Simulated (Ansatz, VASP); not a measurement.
**LiH in VASP and in Ansatz**

```xyz
2
Lattice="0.0000 2.0368 2.0368 2.0368 0.0000 2.0368 2.0368 2.0368 0.0000" Properties=species:S:1:pos:R:3 pbc="T T T"
Li    0.0000    0.0000    0.0000
H     2.0368    2.0368    2.0368
```

Alike in both runs: task single point; functional PBE; k mesh 6 × 6 × 6; occupations gaussian, width 0.02 eV; no spin polarisation.

```csv
,VASP,Ansatz
version,VASP 6.6.1,Ansatz 0.2.0
potentials or method,"VASP PAW PBE potentials, release 64 (Li_sv, H), cutoff 750 eV","scalar-relativistic, plane waves, PAW"
valence electrons in the cell,4,4
```

VASP gave:

- gap on the k mesh at the Fermi level (eV): 3.01
- least direct gap on the mesh (eV): 3.01
- pressure (GPa): -1.8

Estimate Ansatz's values.

gap on the k mesh at the Fermi level (eV): 3.02; least direct gap on the mesh (eV): 3.02; pressure (GPa): -1.6.

The functional is the same, so the differences come from potentials, cutoffs and numerics.

The k mesh is coarse, so the values compare programs but aren't converged.
